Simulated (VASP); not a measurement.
# Ca (Immm) in VASP: single point with PBEsol

Aim: the single point of Ca with PBEsol.

Everything below comes from runs of VASP 6.6.1. Logs are shortened: lines on timing, memory, paths and dates and some standing lists are left out, and cuts for length are marked.

### Step 1. The cell of the first run

It takes space group Immm (No. 71, orthorhombic). Conventional cell: a = 3.829 Å, b = 3.972 Å, c = 5.407 Å, α = 90.00°, β = 90.00°, γ = 90.00°. Within 5.0 Å of Ca (site symmetry mmm) lie 12 Ca at 3.83 to 3.97 Å.

### Step 2. Single point, PBEsol (uniaxial strain along a: +3.0 %)

File INCAR:

```
SYSTEM = Ca
PREC = Accurate
ENCUT = 520
EDIFF = 1E-6
ISMEAR = 0
SIGMA = 0.1
LREAL = .False.
LASPH = .True.
NELM = 60
ALGO = Fast
ISIF = 2
LWAVE = .False.
LCHARG = .True.
GGA = PS
LELF = .True.
LVHAR = .True.
NBANDS = 17
```

File KPOINTS:

```
regular mesh
0
Gamma
  12 12 8
  0 0 0
```

File POSCAR:

```
Ca
1.0
    3.9721278117      0.0000000000      0.0000000000
    0.0000000000      3.8286482882      0.0000000000
    0.0000000000      0.0000000000      5.4074448173
Ca
2
Direct
    0.0000000000      0.0000000000      0.5000000000
    0.5000000000      0.5000000000      0.0000000000
```

Potentials or basis: VASP PAW PBE potentials, release 64 (Ca_sv).

Launch:

```console
$ cat potpaw_PBE.64/Ca_sv/POTCAR > POTCAR
$ mpirun -np 1 vasp_std > vasp.out
```

OUTCAR:

```text
SYSTEM = Ca
   PREC = Accurate
   ENCUT = 520
   EDIFF = 1E-6
   ISMEAR = 0
   LREAL = .False.
   LASPH = .True.
   NELM = 60
   ISIF = 2
   GGA = PS

 ion  position               nearest neighbor table
   1  0.000  0.000  0.500-
   2  0.500  0.500  0.000-

  LATTYP: Found a simple orthorhombic cell.
 ALAT       =     3.8286482882
 B/A-ratio  =     1.0374752426
 C/A-ratio  =     1.4123639494

  Lattice vectors:

 A1 = (   0.0000000000,  -3.8286482882,   0.0000000000)
 A2 = (   3.9721278117,   0.0000000000,   0.0000000000)
 A3 = (   0.0000000000,   0.0000000000,   5.4074448173)

Analysis of symmetry for initial positions (statically):
=====================================================================
 Subroutine PRICEL returns following result:

  LATTYP: Found a body centered orthorhombic cell.
 ALAT       =     3.8286482882
 B/A-ratio  =     1.0374752426
 C/A-ratio  =     1.4123639494

  Lattice vectors:

 A1 = (   1.9860639059,  -1.9143241441,  -2.7037224087)
 A2 = (  -1.9860639059,   1.9143241441,  -2.7037224087)
 A3 = (   1.9860639059,   1.9143241441,   2.7037224087)

   2 primitive cells build up your supercell.

 Routine SETGRP: Setting up the symmetry group for a
 simple orthorhombic supercell.

 Subroutine GETGRP returns: Found  8 space group operations
 (whereof  8 operations were pure point group operations)
 out of a pool of  8 trial point group operations.

The static configuration has the point symmetry D_2h.

Analysis of symmetry for dynamics (positions and initial velocities):
=====================================================================
 Subroutine PRICEL returns following result:

  LATTYP: Found a body centered orthorhombic cell.
 ALAT       =     3.8286482882
 B/A-ratio  =     1.0374752426
 C/A-ratio  =     1.4123639494

  Lattice vectors:

 A1 = (   1.9860639059,  -1.9143241441,  -2.7037224087)
 A2 = (  -1.9860639059,   1.9143241441,  -2.7037224087)
 A3 = (   1.9860639059,   1.9143241441,   2.7037224087)

   2 primitive cells build up your supercell.

 Routine SETGRP: Setting up the symmetry group for a
 simple orthorhombic supercell.

 Subroutine GETGRP returns: Found  8 space group operations
 (whereof  8 operations were pure point group operations)
 out of a pool of  8 trial point group operations.

The dynamic configuration has the point symmetry D_2h.

 Subroutine INISYM returns: Found  8 space group operations
 (whereof  8 operations are pure point group operations),
 and found     2 'primitive' translations

----------------------------------------------------------------------------------------

                                     Primitive cell

  volume of cell :      41.1179

  direct lattice vectors                    reciprocal lattice vectors
     1.986063906 -1.914324144 -2.703722409     0.251754235  0.000000000 -0.184930227
    -1.986063906  1.914324144 -2.703722409    -0.000000000  0.261188786 -0.184930227
     1.986063906  1.914324144  2.703722409     0.251754235  0.261188786  0.000000000

  length of vectors
     3.862538237  3.862538237  3.862538237     0.312376990  0.320029329  0.362766836

  position of ions in fractional coordinates (direct lattice)
     0.500000000  0.500000000  0.000000000

  ion indices of the primitive-cell ions
   primitive index   ion index
                 1           1

----------------------------------------------------------------------------------------

 KPOINTS: regular mesh

Automatic generation of k-mesh.
 Grid dimensions read from file:
 generate k-points for:   12   12    8

 Generating k-lattice:

  Cartesian coordinates                     Fractional coordinates (reciprocal lattice)
     0.020979520  0.000000000  0.000000000     0.083333333  0.000000000  0.000000000
     0.000000000  0.021765732  0.000000000     0.000000000  0.083333333  0.000000000
     0.000000000  0.000000000  0.023116278     0.000000000  0.000000000  0.125000000

  Length of vectors
     0.020979520  0.021765732  0.023116278

  Shift w.r.t. Gamma in fractional coordinates (k-lattice)
     0.000000000  0.000000000  0.000000000

 Subroutine IBZKPT returns following result:
 ===========================================

 Found    245 irreducible k-points:

 Following reciprocal coordinates:
            Coordinates               Weight
  0.000000  0.000000  0.000000      1.000000
  0.083333  0.000000  0.000000      2.000000
  0.166667  0.000000  0.000000      2.000000
  0.250000  0.000000  0.000000      2.000000
  0.333333  0.000000  0.000000      2.000000
  0.416667  0.000000  0.000000      2.000000
[... 16 lines left out ...]
  0.083333  0.250000  0.000000      4.000000
  0.166667  0.250000  0.000000      4.000000
 [... further k-points ...]
   k-points           NKPTS =    245   k-points in BZ     NKDIM =    245   number of bands    NBANDS=     17
   number of dos      NEDOS =    301   number of ions     NIONS =      2
   total plane-waves  NPLWV =  33600
   dimension x,y,z NGX =    30 NGY =   28 NGZ =   40
   dimension x,y,z NGXF=    60 NGYF=   56 NGZF=   80
   ions per type =               2
   NGX,Y,Z   is equivalent  to a cutoff of  12.56, 12.16, 12.30 a.u.
   NGXF,Y,Z  is equivalent  to a cutoff of  25.11, 24.32, 24.60 a.u.
 SYSTEM =  Ca
   PREC   = accura    normal or accurate (medium, high low for compatibility)
   ISTART =      0    job   : 0-new  1-cont  2-samecut
   ICHARG =      2    charge: 1-file 2-atom 10-const
   ISPIN  =      1    spin polarized calculation?
   LNONCOLLINEAR =      F non collinear calculations
   LSORBIT =      F    spin-orbit coupling
   LASPH  =      T    aspherical Exc in radial PAW
   ENCUT  =  520.0 eV  38.22 Ry    6.18 a.u.   7.39  7.12 10.05*2*pi/ulx,y,z
   NELM   =     60;   NELMIN=  2; NELMDL= -5     # of ELM steps
   EDIFF  = 0.1E-05   stopping-criterion for ELM
   LREAL  =      F    real-space projection
   EDIFFG = 0.1E-04   stopping-criterion for IOM
   NSW    =      0    number of steps for IOM
   IBRION =     -1    ionic relax: 0-MD 1-quasi-New 2-CG
   NFREE  =      0    steps in history (QN), initial steepest desc. (CG)
   ISIF   =      2    stress and relaxation
   ISYM   =      2    0-nonsym 1-usesym 2-fastsym
   POTIM  = 0.5000    time-step for ionic-motion
   TEBEG  =    0.0;   TEEND  =   0.0 temperature during run
   PSTRESS=    0.0 pullay stress
   NELECT =      20.0000    total number of electrons
   NUPDOWN=      -1.0000    fix difference up-down
   EMIN   =  10.00;   EMAX   =-10.00  energy-range for DOS
   EFERMI =   0.00;   METHOD = LEGACY
   ISMEAR =     0;   SIGMA  =   0.10  broadening in eV -4-tet -1-fermi 0-gaus
   EFERMI_NEDOS =   21; number of points for ismear=-14 and -15
   IALGO  =     68    algorithm
   IMIX   =      4    mixing-type and parameters
     AMIX     =   0.40;   BMIX     =  1.00
     AMIX_MAG =   1.60;   BMIX_MAG =  1.00
  volume/ion in A,a.u.               =      41.12       277.48
  Fermi-wavevector in a.u.,A,eV,Ry     =   1.021875  1.931064 14.207600  1.044229
  Thomas-Fermi vector in A             =   2.155524
   LORBIT       =      0    0 simple, 1 ext, 2 COOP (PROOUT), +10 PAW based schemes
   GGA     = PS    functional components
   LHFCALC =     F    Hartree Fock is set to
   AEXX    =    0.0000 exact exchange contribution
   IVDW    =     0    specifies the selected vdW correction
   LEPSILON=     F    determine dielectric tensor
   LRPA    =     F    only Hartree local field effects (RPA)
 non-spin polarized calculation
 RMM-DIIS sequential band-by-band and
 Gauss-broadening in eV      SIGMA  =   0.10
  energy-cutoff  :      520.00
  volume of cell :       82.24
 maximum number of plane-waves:      2236
 NGX is ok and might be reduce to    30
   NGX = 15   NGY = 15   NGZ = 21

 number of electron      20.0000002 magnetization

 Free energy of the ion-electron system (eV)
  ---------------------------------------------------
  ext. energy  EPLUGINS =         0.00000000
  ---------------------------------------------------
  free energy    TOTEN  =        -4.26777596 eV

  energy without entropy =       -4.25292858  energy(sigma->0) =       -4.26035227

 E-fermi :   1.9954     XC(G=0):  -7.8928

 val. band max:        1.9936046426   @ k =   0.3333   0.3333   0.1250
 cond. band min:       1.9998032291   @ k =   0.2500   0.0833   0.0000
 fundamental gap:      0.0061985865
 Fermi energy:         1.9953940466

 k-point     1 :       0.0000    0.0000    0.0000
  band No.  band energies     occupation
      1     -39.7889      2.00000
      2     -39.7671      2.00000
      3     -20.9233      2.00000
      4     -20.8393      2.00000
      5     -20.8363      2.00000
      6     -20.7797      2.00000
[... 9 lines left out ...]
     16       5.4101      0.00000
     17       5.5307      0.00000

 k-point     2 :       0.0833    0.0000    0.0000
  band No.  band energies     occupation
      1     -39.7882      2.00000
      2     -39.7672      2.00000
      3     -20.9204      2.00000
      4     -20.8425      2.00000
      5     -20.8350      2.00000
      6     -20.7813      2.00000
[... 9 lines left out ...]
     16       5.3665      0.00000
     17       5.5341      0.00000

 k-point     3 :       0.1667    0.0000    0.0000
  band No.  band energies     occupation
      1     -39.7865      2.00000
      2     -39.7676      2.00000
      3     -20.9119      2.00000
      4     -20.8511      2.00000
      5     -20.8312      2.00000
      6     -20.7964      2.00000
[... 9 lines left out ...]
     16       5.2526      0.00000
     17       5.6343      0.00000

 k-point     4 :       0.2500    0.0000    0.0000
  band No.  band energies     occupation
      1     -39.7838      2.00000
      2     -39.7684      2.00000
      3     -20.8988      2.00000
      4     -20.8621      2.00000
      5     -20.8255      2.00000
      6     -20.8176      2.00000
[... 9 lines left out ...]
     16       5.1081      0.00000
     17       5.4127      0.00000

 k-point     5 :       0.3333    0.0000    0.0000
  band No.  band energies     occupation
      1     -39.7806      2.00000
      2     -39.7697      2.00000
      3     -20.8821      2.00000
      4     -20.8716      2.00000
      5     -20.8402      2.00000
      6     -20.8184      2.00000
[... 9 lines left out ...]
     16       4.9778      0.00000
     17       5.1505      0.00000

 k-point     6 :       0.4167    0.0000    0.0000
  band No.  band energies     occupation
      1     -39.7773      2.00000
      2     -39.7716      2.00000
      3     -20.8757      2.00000
      4     -20.8633      2.00000
      5     -20.8595      2.00000
      6     -20.8253      2.00000
[... 9 lines left out ...]
     16       4.9750      0.00000
     17       5.1424      0.00000

 k-point     7 :       0.5000    0.0000    0.0000
  band No.  band energies     occupation
      1     -39.7742      2.00000
      2     -39.7742      2.00000
      3     -20.8719      2.00000
      4     -20.8719      2.00000
      5     -20.8439      2.00000
      6     -20.8439      2.00000
[... 9 lines left out ...]
     16       4.8921      0.00000
     17       5.3917      0.00000

 k-point     8 :       0.0000    0.0833    0.0000
  band No.  band energies     occupation
      1     -39.7881      2.00000
      2     -39.7670      2.00000
      3     -20.9201      2.00000
      4     -20.8416      2.00000
      5     -20.8377      2.00000
      6     -20.7870      2.00000
[... 9 lines left out ...]
     16       5.3469      0.00000
     17       5.5212      0.00000
[... 203 lines left out ...]
      1     -39.7783      2.00000
      2     -39.7689      2.00000
      3     -20.8774      2.00000
      4     -20.8749      2.00000
      5     -20.8519      2.00000
      6     -20.8289      2.00000
[... 9 lines left out ...]
     16       5.0032      0.00000
     17       5.0478      0.00000

 k-point    20 :       0.4167    0.1667    0.0000
  band No.  band energies     occupation
      1     -39.7754      2.00000
      2     -39.7705      2.00000
      3     -20.8821      2.00000
      4     -20.8689      2.00000
      5     -20.8584      2.00000
      6     -20.8255      2.00000
[... 9 lines left out ...]
     16       5.0613      0.00000
     17       5.3103      0.00000

 k-point    21 :       0.5000    0.1667    0.0000
  band No.  band energies     occupation
      1     -39.7727      2.00000
      2     -39.7727      2.00000
      3     -20.8796      2.00000
      4     -20.8796      2.00000
      5     -20.8415      2.00000
      6     -20.8415      2.00000
[... 9 lines left out ...]
     16       5.0581      0.00000
     17       5.5865      0.00000

 k-point    22 :       0.0000    0.2500    0.0000
  band No.  band energies     occupation
      1     -39.7826      2.00000
      2     -39.7672      2.00000
      3     -20.8972      2.00000
      4     -20.8746      2.00000
      5     -20.8350      2.00000
      6     -20.8260      2.00000
[... 9 lines left out ...]
     16       4.9765      0.00000
     17       5.1677      0.00000

 k-point    23 :       0.0833    0.2500    0.0000
  band No.  band energies     occupation
      1     -39.7821      2.00000
      2     -39.7672      2.00000
      3     -20.8951      2.00000
      4     -20.8750      2.00000
      5     -20.8369      2.00000
      6     -20.8280      2.00000
[... 9 lines left out ...]
     16       4.8886      0.00000
     17       4.9972      0.00000

 k-point    24 :       0.1667    0.2500    0.0000
  band No.  band energies     occupation
      1     -39.7806      2.00000
      2     -39.7673      2.00000
      3     -20.8887      2.00000
      4     -20.8771      2.00000
      5     -20.8432      2.00000
      6     -20.8320      2.00000
[... 9 lines left out ...]
     16       4.7487      0.00000
     17       4.8419      0.00000

 [... further k-points ...]

------------------------ aborting loop because EDIFF is reached ----------------------------------------

  FORCE on cell =-STRESS in cart. coord.  units (eV):
  Direction    XX          YY          ZZ          XY          YZ          ZX
  --------------------------------------------------------------------------------------
  -------------------------------------------------------------------------------------
  Total       -0.3828279      0.1030221     -0.1129000      0.0000000      0.0000000      0.0000000
  in kB       -7.4585323      2.0071524     -2.1996003      0.0000000      0.0000000      0.0000000
  external PRESSURE =      -2.5503267 kB  Pullay stress =       0.0000000 kB

 VOLUME and BASIS-vectors are now :
 -----------------------------------------------------------------------------
  energy-cutoff  :      520.00
  volume of cell :       82.24
      direct lattice vectors                 reciprocal lattice vectors
     3.972127812  0.000000000  0.000000000     0.251754235  0.000000000  0.000000000
     0.000000000  3.828648288  0.000000000     0.000000000  0.261188786  0.000000000
     0.000000000  0.000000000  5.407444817     0.000000000  0.000000000  0.184930227

 POSITION                                       TOTAL-FORCE (eV/Angst)
 -----------------------------------------------------------------------------------
      0.00000      0.00000      2.70372        -0.000000      0.000000     -0.000000
      1.98606      1.91432      0.00000         0.000000     -0.000000      0.000000
 -----------------------------------------------------------------------------------
    total drift:                                0.000000      0.000000     -0.000000

  FREE ENERGIE OF THE ION-ELECTRON SYSTEM (eV)
  ---------------------------------------------------
  free  energy   TOTEN  =        -4.2677759589 eV

  energy  without entropy=       -4.2529285756  energy(sigma->0) =       -4.26035227
```

It took 7.4 min on 1 thread of Intel Xeon 8259CL, shared host; peak memory 0.4 GiB.

Results:

```yaml
Free_energy: -4.2678 eV
Pressure: -0.3 GPa
Band_gap_on_the_k_mesh: zero (bands 10 and 11 overlap by 0.40 eV)
```

Stress tensor (GPa, compression positive):
```
-0.75  0.00  0.00
 0.00  0.20  0.00
 0.00  0.00 -0.22
```

Levels at points of the mesh, in eV from the Fermi level:
| k point | band 6 | band 7 | band 8 | band 9 | band 10 | band 11 | band 12 | band 13 | band 14 | band 15 |
| --- | --- | --- | --- | --- | --- | --- | --- | --- | --- | --- |
| (0.00, 0.00, 0.00) | -22.78 | -22.77 | -22.77 | -4.08 | -0.45 | 0.51 | 1.14 | 2.21 | 2.40 | 2.45 |
| (0.50, 0.00, 0.00) | -22.84 | -22.80 | -22.80 | -1.64 | -1.64 | 1.02 | 1.02 | 1.37 | 1.37 | 2.90 |
| (0.00, 0.50, 0.00) | -22.84 | -22.79 | -22.79 | -1.47 | -1.47 | 1.03 | 1.03 | 1.52 | 1.52 | 2.63 |
| (0.50, 0.50, 0.00) | -22.83 | -22.82 | -22.82 | -0.51 | -0.51 | 0.56 | 0.56 | 0.95 | 0.95 | 4.16 |
| (0.00, 0.00, 0.50) | -22.80 | -22.80 | -22.80 | -2.68 | -2.68 | 1.31 | 1.31 | 2.32 | 2.32 | 2.81 |
| (0.50, 0.00, 0.50) | -22.80 | -22.79 | -22.79 | -1.08 | -1.08 | -0.21 | -0.21 | 2.23 | 2.23 | 2.31 |
| (0.00, 0.50, 0.50) | -22.80 | -22.79 | -22.79 | -0.96 | -0.96 | -0.06 | -0.06 | 2.06 | 2.06 | 2.37 |
| (0.50, 0.50, 0.50) | -22.86 | -22.83 | -22.83 | 0.19 | 0.19 | 0.63 | 0.63 | 0.71 | 0.71 | 2.64 |

Caveat: the cell differs from its parent crystal (uniaxial strain along a: +3.0 %); the PAW data sets were made with another functional, which shifts forces and pressure a little.
